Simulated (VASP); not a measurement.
ZrN, 2 atoms in the cell. Symmetry: Fm-3m, No. 225, cubic system. Conventional cell: a = 4.553 Å, b = 4.553 Å, c = 4.553 Å, α = 90.00°, β = 90.00°, γ = 90.00°. Within 3.0 Å of Zr (site symmetry m-3m) lie 6 N at 2.28 Å. N (site symmetry m-3m) has 6 Zr at 2.28 Å within 3.0 Å.  This cell differs from its parent crystal: volume scaled by 0.99.

- Program: VASP 6.6.1
- Task: single point
- Functional: PBE
- Potentials or basis: VASP PAW PBE potentials, release 64 (Zr_sv, N)
- Cutoff: 600 eV
- k mesh: 9 × 9 × 9
- Occupations: fermi-dirac, width 0.01 eV
- Spin: no spin polarisation
- Dipole correction: no
- Further INCAR settings: ALGO = Normal; EDIFF = 1e-06; NBANDS = 16

Potentials or basis: VASP PAW PBE potentials, release 64 (Zr_sv, N).

Launch:

```console
$ cat potpaw_PBE.64/Zr_sv/POTCAR potpaw_PBE.64/N/POTCAR > POTCAR
$ mpirun -np 1 vasp_std > vasp.out
```

Hardware: 1 thread of Intel Xeon 8259CL, on a shared host.

Problem. How long does it take, and how much memory?

Solution. It took 47 s on 1 thread of Intel Xeon 8259CL, with other jobs on the host, peak memory 0.16 GiB. Counts: scf iterations 13, k points 35.
